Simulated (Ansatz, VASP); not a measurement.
**One calculation of CdF2, two programs**

INCAR

```
SYSTEM = CdF2
ALGO = Normal
EDIFF = 1E-7
ENCUT = 520
GGA = PS
ISIF = 2
ISMEAR = 0
LASPH = .TRUE.
LCHARG = .FALSE.
LREAL = .FALSE.
LWAVE = .FALSE.
NBANDS = 20
NELM = 100
PREC = Accurate
SIGMA = 0.05
```

Contents of KPOINTS:

```
k-points
0
G
  8 8 8
  0 0 0
```

The input POSCAR:

```
CdF2
1.0
    0.0000000000      2.8233115123      2.5911202199
    2.6617871349      0.0000000000      2.5911202199
    2.6617871349      2.8233115123      0.0000000000
Cd F
1 2
Direct
    0.0000000000      0.0000000000      0.0000000000
    0.2500000000      0.2500000000      0.2500000000
    0.7500000000      0.7500000000      0.7500000000
```

Input for Ansatz:

```yaml
crystal:
  lattice:
    - [0.0, 2.8233115123, 2.5911202199]
    - [2.6617871349, 0.0, 2.5911202199]
    - [2.6617871349, 2.8233115123, 0.0]
  atoms:
    - { symbol: Cd, position: [0.0, 0.0, 0.0] }
    - { symbol: F, position: [0.25, 0.25, 0.25] }
    - { symbol: F, position: [0.75, 0.75, 0.75] }
basis:
  ecutwfc: 520.0
kpoints:
  mp_grid: { grid: [8, 8, 8] }
hamiltonian:
  xc: pbesol
scf:
  occupations: { method: gaussian, width: 0.05 }
output:
  forces: true
  stress: true
  eigenvalues: true
```

Change from the starting cell: strain +e along x and -e along y -0.0300, strain +e along z and -e/2 along x and y -0.0375.

Alike in both runs: task single point; functional PBEsol; k mesh 8 × 8 × 8; occupations gaussian, width 0.05 eV; no spin polarisation.

```csv
,VASP,Ansatz
version,VASP 6.6.1,Ansatz 0.2.0
potentials or method,"VASP PAW PBE potentials, release 64 (Cd, F), cutoff 520 eV","scalar-relativistic, plane waves, PAW"
valence electrons in the cell,26,34
```

|  | VASP | Ansatz | Ansatz less VASP |
| --- | --- | --- | --- |
| gap on the k mesh at the Fermi level (eV) | 2.76 | 2.80 | +0.033 |
| least direct gap on the mesh (eV) | 3.23 | 3.26 | +0.031 |
| pressure (GPa) | 0.9 | 0.1 | -0.80 |
| traceless stress, the component that is largest in VASP (GPa) | -5.29 | -5.39 | -0.093 |

VASP's potentials were made for PBE, not for PBEsol. VASP's potentials hold 26 valence electrons a cell and Ansatz's 34, so a difference there can come from the potentials and not from the codes.
